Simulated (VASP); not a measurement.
# Al (P-1) in VASP: single point with PBEsol

Aim: the single point of Al with PBEsol.

All numbers are computed with VASP 6.6.1; they aren't measurements. Logs are shortened: lines on timing, memory, paths and dates and some standing lists are left out, and cuts for length are marked.

**1. The cell of the first run**

The typed cell holds 6 atoms: a = 2.862 Å, b = 2.862 Å, c = 14.055 Å, α = 86.11°, β = 88.05°, γ = 60.00°.

**2. Single point, PBEsol (the part above a cut slid along it)**

Contents of INCAR:

```
SYSTEM = Al
  PREC = Accurate
  ENCUT = 520
  EDIFF = 1E-6
  ISMEAR = 0
  SIGMA = 0.15
  LREAL = .False.
  LASPH = .True.
  NELM = 60
  ALGO = Fast
  ISIF = 2
  LWAVE = .False.
  LCHARG = .False.
  GGA = PS
  NBANDS = 18
```

Contents of KPOINTS:

```
regular mesh
0
Gamma
  19 19 4
  0 0 0
```

Contents of POSCAR:

```
Al
1.0
    2.0239800000     -2.0239800000      0.0000000000
    2.0239800000      0.0000000000     -2.0239800000
    8.7705800000      8.0959200000      7.4212600000
Al
6
Direct
    0.6666666667      0.6388944444      0.0833166667
    0.0000000000     -0.3055500000      0.9166500000
    0.3333333333      0.2500055556      0.2499833333
    0.6666666667      0.4722277778      0.5833166667
    0.0000000000     -0.1388833333      0.4166500000
    0.3333333333      0.0833388889      0.7499833333
```

Potentials or basis: VASP PAW PBE potentials, release 64 (Al).

Command:

```sh
$ cat potpaw_PBE.64/Al/POTCAR > POTCAR
$ mpirun -np 1 vasp_std > vasp.out
```

OUTCAR:

```text
SYSTEM = Al
   PREC = Accurate
   ENCUT = 520
   EDIFF = 1E-6
   ISMEAR = 0
   LREAL = .False.
   LASPH = .True.
   NELM = 60
   ISIF = 2
   GGA = PS

 ion  position               nearest neighbor table
   1  0.667  0.639  0.083-   2 2.52   3 2.86   3 2.86   3 2.86   2 3.02
   2  0.000  0.694  0.917-   1 2.52   6 2.86   6 2.86   6 2.86   1 3.02
   3  0.333  0.250  0.250-   1 2.86   1 2.86   1 2.86   5 2.86   5 2.86   5 2.86
   4  0.667  0.472  0.583-   6 2.86   6 2.86   6 2.86   5 2.86   5 2.86   5 2.86
   5  0.000  0.861  0.417-   3 2.86   4 2.86   3 2.86   4 2.86   3 2.86   4 2.86
   6  0.333  0.083  0.750-   4 2.86   4 2.86   4 2.86   2 2.86   2 2.86   2 2.86

  LATTYP: Found a base centered monoclinic cell.
 ALAT       =     2.8623399660
 B/A-ratio  =     1.7320508076
 C/A-ratio  =     4.9103066209
 COS(beta)  =    -0.0678844233

  Lattice vectors:

 A1 = (  -2.0239800000,   2.0239800000,  -0.0000000000)
 A2 = (   0.0000000000,  -2.0239800000,   2.0239800000)
 A3 = (   8.7705800000,   8.0959200000,   7.4212600000)

Analysis of symmetry for initial positions (statically):
=====================================================================
 Subroutine PRICEL returns:
 Original cell was already a primitive cell.

 Routine SETGRP: Setting up the symmetry group for a
 base centered monoclinic supercell.

 Subroutine GETGRP returns: Found  2 space group operations
 (whereof  1 operations were pure point group operations)
 out of a pool of  4 trial point group operations.

The static configuration has the point symmetry C_1 .
 The point group associated with its full space group is S_2 .

Analysis of symmetry for dynamics (positions and initial velocities):
=====================================================================
 Subroutine PRICEL returns:
 Original cell was already a primitive cell.

 Routine SETGRP: Setting up the symmetry group for a
 base centered monoclinic supercell.

 Subroutine GETGRP returns: Found  2 space group operations
 (whereof  1 operations were pure point group operations)
 out of a pool of  4 trial point group operations.

The dynamic configuration has the point symmetry C_1 .
 The point group associated with its full space group is S_2 .

 Subroutine INISYM returns: Found  2 space group operations
 (whereof  1 operations are pure point group operations),
 and found     1 'primitive' translations

----------------------------------------------------------------------------------------

                                     Primitive cell

  volume of cell :      99.4947

  direct lattice vectors                    reciprocal lattice vectors
     2.023980000 -2.023980000  0.000000000     0.164692009 -0.329384019  0.164692009
     2.023980000  0.000000000 -2.023980000     0.150967675  0.150967675 -0.343108353
     8.770580000  8.095920000  7.421260000     0.041173002  0.041173002  0.041173002

  length of vectors
     2.862339966  2.862339966 14.054966886     0.403411388  0.404111148  0.071313732

  position of ions in fractional coordinates (direct lattice)
     0.666666667  0.638894444  0.083316667
     1.000000000  0.694450000  0.916650000
     0.333333333  0.250005556  0.249983333
     0.666666667  0.472227778  0.583316667
     1.000000000  0.861116667  0.416650000
     0.333333333  0.083338889  0.749983333

  ion indices of the primitive-cell ions
   primitive index   ion index
                 1           1
                 2           2
                 3           3
                 4           4
                 5           5
                 6           6

----------------------------------------------------------------------------------------

 KPOINTS: regular mesh

Automatic generation of k-mesh.
 Grid dimensions read from file:
 generate k-points for:   19   19    4

 Generating k-lattice:

  Cartesian coordinates                     Fractional coordinates (reciprocal lattice)
     0.008668000 -0.017336001  0.008668000     0.052631579  0.000000000 -0.000000000
     0.007945667  0.007945667 -0.018058334     0.000000000  0.052631579  0.000000000
     0.010293251  0.010293251  0.010293251     0.000000000  0.000000000  0.250000000

  Length of vectors
     0.021232178  0.021269008  0.017828433

  Shift w.r.t. Gamma in fractional coordinates (k-lattice)
     0.000000000  0.000000000  0.000000000

 Subroutine IBZKPT returns following result:
 ===========================================

 Found    723 irreducible k-points:

 Following reciprocal coordinates:
            Coordinates               Weight
  0.000000  0.000000  0.000000      1.000000
  0.052632  0.000000 -0.000000      2.000000
  0.105263  0.000000 -0.000000      2.000000
  0.157895  0.000000 -0.000000      2.000000
  0.210526  0.000000 -0.000000      2.000000
  0.263158  0.000000  0.000000      2.000000
[... 16 lines left out ...]
  0.368421  0.052632  0.000000      2.000000
  0.315789 -0.052632 -0.000000      2.000000
 [... further k-points ...]
   k-points           NKPTS =    723   k-points in BZ     NKDIM =    723   number of bands    NBANDS=     18
   number of dos      NEDOS =    301   number of ions     NIONS =      6
   total plane-waves  NPLWV =  62208
   dimension x,y,z NGX =    24 NGY =   24 NGZ =  108
   dimension x,y,z NGXF=    48 NGYF=   48 NGZF=  216
   ions per type =               6
   NGX,Y,Z   is equivalent  to a cutoff of  13.94, 13.94, 12.77 a.u.
   NGXF,Y,Z  is equivalent  to a cutoff of  27.88, 27.88, 25.55 a.u.
 SYSTEM =  Al
   PREC   = accura    normal or accurate (medium, high low for compatibility)
   ISTART =      0    job   : 0-new  1-cont  2-samecut
   ICHARG =      2    charge: 1-file 2-atom 10-const
   ISPIN  =      1    spin polarized calculation?
   LNONCOLLINEAR =      F non collinear calculations
   LSORBIT =      F    spin-orbit coupling
   LASPH  =      T    aspherical Exc in radial PAW
   ENCUT  =  520.0 eV  38.22 Ry    6.18 a.u.   5.32  5.32 26.13*2*pi/ulx,y,z
   NELM   =     60;   NELMIN=  2; NELMDL= -5     # of ELM steps
   EDIFF  = 0.1E-05   stopping-criterion for ELM
   LREAL  =      F    real-space projection
   EDIFFG = 0.1E-04   stopping-criterion for IOM
   NSW    =      0    number of steps for IOM
   IBRION =     -1    ionic relax: 0-MD 1-quasi-New 2-CG
   NFREE  =      0    steps in history (QN), initial steepest desc. (CG)
   ISIF   =      2    stress and relaxation
   ISYM   =      2    0-nonsym 1-usesym 2-fastsym
   POTIM  = 0.5000    time-step for ionic-motion
   TEBEG  =    0.0;   TEEND  =   0.0 temperature during run
   PSTRESS=    0.0 pullay stress
   NELECT =      18.0000    total number of electrons
   NUPDOWN=      -1.0000    fix difference up-down
   EMIN   =  10.00;   EMAX   =-10.00  energy-range for DOS
   EFERMI =   0.00;   METHOD = LEGACY
   ISMEAR =     0;   SIGMA  =   0.15  broadening in eV -4-tet -1-fermi 0-gaus
   EFERMI_NEDOS =   21; number of points for ismear=-14 and -15
   IALGO  =     68    algorithm
   IMIX   =      4    mixing-type and parameters
     AMIX     =   0.40;   BMIX     =  1.00
     AMIX_MAG =   1.60;   BMIX_MAG =  1.00
  volume/ion in A,a.u.               =      16.58       111.90
  Fermi-wavevector in a.u.,A,eV,Ry     =   0.925903  1.749704 11.664236  0.857297
  Thomas-Fermi vector in A             =   2.051808
   LORBIT       =      0    0 simple, 1 ext, 2 COOP (PROOUT), +10 PAW based schemes
   GGA     = PS    functional components
   LHFCALC =     F    Hartree Fock is set to
   AEXX    =    0.0000 exact exchange contribution
   IVDW    =     0    specifies the selected vdW correction
   LEPSILON=     F    determine dielectric tensor
   LRPA    =     F    only Hartree local field effects (RPA)
 non-spin polarized calculation
 RMM-DIIS sequential band-by-band and
 Gauss-broadening in eV      SIGMA  =   0.15
  energy-cutoff  :      520.00
  volume of cell :       99.49
 maximum number of plane-waves:      2705
 NGX is ok and might be reduce to    24
   NGX = 11   NGY = 11   NGZ = 53

 number of electron      18.0000000 magnetization

 Free energy of the ion-electron system (eV)
  ---------------------------------------------------
  ext. energy  EPLUGINS =         0.00000000
  ---------------------------------------------------
  free energy    TOTEN  =       -24.37210507 eV

  energy without entropy =      -24.34335372  energy(sigma->0) =      -24.35772940

 E-fermi :   7.8826     XC(G=0): -10.2363

 val. band max:        7.8823390911   @ k =   0.0000   0.3158   0.2500
 cond. band min:       7.8828473347   @ k =   0.2632  -0.4737   0.2500
 fundamental gap:      0.0005082437
 Fermi energy:         7.8826310713

 k-point     1 :       0.0000    0.0000    0.0000
  band No.  band energies     occupation
      1      -3.2009      2.00000
      2      -2.4575      2.00000
      3      -2.4419      2.00000
      4      -0.2232      2.00000
      5      -0.2208      2.00000
      6       3.3109      2.00000
[... 10 lines left out ...]
     17      18.9517      0.00000
     18      19.0941      0.00000

 k-point     2 :       0.0526    0.0000   -0.0000
  band No.  band energies     occupation
      1      -3.1342      2.00000
      2      -2.3911      2.00000
      3      -2.3756      2.00000
      4      -0.1579      2.00000
      5      -0.1555      2.00000
      6       3.3725      2.00000
[... 10 lines left out ...]
     17      18.6510      0.00000
     18      19.0188      0.00000

 k-point     3 :       0.1053    0.0000   -0.0000
  band No.  band energies     occupation
      1      -2.9343      2.00000
      2      -2.1923      2.00000
      3      -2.1768      2.00000
      4       0.0377      2.00000
      5       0.0402      2.00000
      6       3.5572      2.00000
[... 412 lines left out ...]
 k-point    23 :       0.3684    0.0526    0.0000
  band No.  band energies     occupation
      1      -0.3609      2.00000
      2       0.3496      2.00000
      3       0.3998      2.00000
      4       2.5098      2.00000
      5       2.5936      2.00000
      6       5.9070      2.00000
[... 10 lines left out ...]
     17      13.2141      0.00000
     18      13.4096      0.00000

 k-point    24 :       0.3158   -0.0526   -0.0000
  band No.  band energies     occupation
      1      -0.3610      2.00000
      2       0.3466      2.00000
      3       0.4029      2.00000
      4       2.4938      2.00000
      5       2.6107      2.00000
      6       5.8313      2.00000
[... 10 lines left out ...]
     17      13.1809      0.00000
     18      13.6726      0.00000

 [... further k-points ...]

------------------------ aborting loop because EDIFF is reached ----------------------------------------

  FORCE on cell =-STRESS in cart. coord.  units (eV):
  Direction    XX          YY          ZZ          XY          YZ          ZX
  --------------------------------------------------------------------------------------
  -------------------------------------------------------------------------------------
  Total       -1.2610283      0.0972557     -0.4241239      0.3820241      0.8817563      0.1913537
  in kB      -20.3065211      1.5661229     -6.8297289      6.1517896     14.1990484      3.0813965
  external PRESSURE =      -8.5233757 kB  Pullay stress =       0.0000000 kB

 VOLUME and BASIS-vectors are now :
 -----------------------------------------------------------------------------
  energy-cutoff  :      520.00
  volume of cell :       99.49
      direct lattice vectors                 reciprocal lattice vectors
     2.023980000 -2.023980000  0.000000000     0.164692009 -0.329384019  0.164692009
     2.023980000  0.000000000 -2.023980000     0.150967675  0.150967675 -0.343108353
     8.770580000  8.095920000  7.421260000     0.041173002  0.041173002  0.041173002

 POSITION                                       TOTAL-FORCE (eV/Angst)
 -----------------------------------------------------------------------------------
      3.37317     -0.67479     -0.67479         0.076770      0.676028      0.401803
      9.44511      7.42113      5.39715        -0.076770     -0.676028     -0.401803
      3.37317      1.34919      1.34919         0.007728     -0.014980      0.026452
      7.42113      3.37317      3.37317        -0.005814      0.010263      0.013909
      5.39715      3.37317      1.34919         0.005814     -0.010263     -0.013909
      7.42113      5.39715      5.39715        -0.007728      0.014980     -0.026452
 -----------------------------------------------------------------------------------
    total drift:                                0.000000      0.000000      0.000000

  FREE ENERGIE OF THE ION-ELECTRON SYSTEM (eV)
  ---------------------------------------------------
  free  energy   TOTEN  =       -24.3721050657 eV

  energy  without entropy=      -24.3433537245  energy(sigma->0) =      -24.35772940
```

Wall time 9.5 min (1 thread of Intel Xeon 6975P-C (Granite Rapids), shared host); peak memory 0.92 GiB.

What came out:

* Free energy: -24.3721 eV
* Pressure: -0.9 GPa
* Largest force: 0.790 eV/Å
* Band gap on the k mesh: zero (bands 9 and 10 overlap by 5.73 eV)

Forces in eV/Å, atoms in the order of the input:
```
Al   0.077  0.676  0.402
Al  -0.077 -0.676 -0.402
Al   0.008 -0.015  0.026
Al  -0.006  0.010  0.014
Al   0.006 -0.010 -0.014
Al  -0.008  0.015 -0.026
```

Stress tensor (GPa, compression positive):
```
-2.03  0.62  0.31
 0.62  0.16  1.42
 0.31  1.42 -0.68
```

Levels at points of the mesh, in eV from the Fermi level:
```tsv
k point	band 5	band 6	band 7	band 8	band 9	band 10	band 11	band 12	band 13	band 14
(0.00, 0.00, 0.00)	-8.10	-4.57	-4.35	0.47	0.51	6.51	6.63	10.74	10.74	10.85
(0.00, 0.00, 0.50)	-6.46	-6.45	-2.15	-2.13	3.38	3.44	9.62	9.97	10.74	10.76
```

Caveat: the cell differs from its parent crystal (the part above a cut slid along it); the PAW data sets were made with another functional, which shifts forces and pressure a little.
